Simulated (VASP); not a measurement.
A run of VASP 6.6.1 is set up as follows.

Contents of INCAR:

```
SYSTEM = Sc4Si
  ALGO = Fast
  EDIFF = 1E-6
  ENCUT = 520
  GGA = PE
  ISIF = 2
  ISMEAR = 0
  LASPH = .True.
  LCHARG = .True.
  LELF = .True.
  LREAL = .False.
  LVHAR = .True.
  LWAVE = .False.
  NBANDS = 59
  NELM = 60
  PREC = Accurate
  SIGMA = 0.1
```

KPOINTS

```
k-points
0
Gamma
  4 4 2
  0 0 0
```

POSCAR

```
Sc4Si
1.0
    5.6639289000      0.0000000000      0.0000000000
    2.6740636000      5.0303707000      0.0000000000
    2.1098739000      1.2321311000      7.6793811000
Sc Si
8 2
Direct
    0.8365430000      0.3236000000      0.5009570000
    0.1022800000      0.0916040000      0.1211940000
    0.4478510000      0.9550720000      0.6989150000
    0.5948340000      0.5839850000      0.1327800000
    0.5521490000      0.0449280000      0.3010850000
    0.4051660000      0.4160150000      0.8672200000
    0.1634570000      0.6764000000      0.4990430000
    0.8977200000      0.9083960000      0.8788060000
    0.9239250000      0.4242150000      0.7997010000
    0.0760750000      0.5757850000      0.2002990000
```

Potentials or basis: VASP PAW PBE potentials, release 64 (Sc_sv, Si).

Launch:

```console
$ cat potpaw_PBE.64/Sc_sv/POTCAR potpaw_PBE.64/Si/POTCAR > POTCAR
$ mpirun -np 1 vasp_std > vasp.out
```

Estimate the band gap on the k mesh.

zero (bands 48 and 49 overlap by 0.27 eV).

Estimate the largest force.

0.041 eV/Å.

Predict the pressure.

0.1 GPa.

Forces in eV/Å, atoms in the order of the input:
```
Sc   0.019  0.011  0.013
Sc  -0.017  0.031 -0.020
Sc   0.011  0.006 -0.004
Sc   0.020 -0.020 -0.022
Sc  -0.011 -0.006  0.004
Sc  -0.020  0.020  0.022
Sc  -0.019 -0.011 -0.013
Sc   0.017 -0.031  0.020
Si  -0.005 -0.010  0.012
Si   0.005  0.010 -0.012
```

Caveat: the k points lie up to 0.41 Å⁻¹ apart.
